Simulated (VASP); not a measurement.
Set up this calculation in VASP 6.6.1, as the native input.

| Property | Result |
| --- | --- |
| Task | single point |
| Functional | PBE |
| Dispersion | D3(BJ) |
| Potentials or basis | VASP PAW PBE potentials, release 64 (Si, Ti_sv) |
| Cutoff | 520 eV |
| k mesh | 2 × 2 × 2 |
| Occupations | gaussian, width 0.05 eV |
| Spin | no spin polarisation |
| Dipole correction | no |
| Further INCAR settings | LREAL = Auto; ALGO = Normal; EDIFF = 1e-06; NBANDS = 52 |

The structure of TiSi16 (a cell with a defect) lies in POSCAR:

```
TiSi16
1.0
    0.0000000000      5.4300000000      5.4300000000
    5.4300000000      0.0000000000      5.4300000000
    5.4300000000      5.4300000000      0.0000000000
Si Ti
16 1
Direct
    0.0041038278      0.0039442572     -0.0124516666
    0.1284146203      0.1281167220      0.1214588274
    0.0042333982      0.0039479182      0.5037893170
    0.1248761188      0.1248522177      0.6249125586
   -0.0042585684      0.5012831016      0.0011255385
    0.1283182254      0.6215140815      0.1214859759
    0.0041435426      0.4875217420      0.5038592544
    0.1284264348      0.6215551181      0.6279417207
    0.5015607002     -0.0045980885      0.0011329546
    0.6216532423      0.1280855478      0.1215139707
    0.4875778310      0.0039774042      0.5038525420
    0.6217579314      0.1281310295      0.6279444714
    0.5014926729      0.5012691438      0.0011233135
    0.6251362315      0.6247913125      0.1245675532
    0.5015766154      0.5013061601      0.4951842404
    0.6217044822      0.6215934013      0.6279263873
    0.8749676937      0.8748485310      0.3748129408
```

The input as run:

INCAR

```
SYSTEM = TiSi16
ALGO = Normal
EDIFF = 1E-6
ENCUT = 520
GGA = PE
ISIF = 2
ISMEAR = 0
IVDW = 12
LASPH = .TRUE.
LCHARG = .FALSE.
LREAL = Auto
LWAVE = .FALSE.
NBANDS = 52
NELM = 80
PREC = Accurate
SIGMA = 0.05
```

KPOINTS

```
k-points
0
G
  2 2 2
  0 0 0
```

Potentials or basis: VASP PAW PBE potentials, release 64 (Si, Ti_sv).

Command:

```console
$ cat potpaw_PBE.64/Si/POTCAR potpaw_PBE.64/Ti_sv/POTCAR > POTCAR
$ mpirun -np 1 vasp_std > vasp.out
```

It gave:

- Pressure: 0.9 GPa
- Largest force: 0.012 eV/Å
- Band gap on the k mesh: zero (bands 38 and 39 overlap by 0.43 eV)
- Dispersion energy per atom: -0.343 eV

Caveat: the k points lie up to 0.50 Å⁻¹ apart.

It took 4 min on 1 thread of Intel(R) Xeon(R) Platinum 8488C (Sapphire Rapids), on a shared host, peak memory 0.49 GiB.
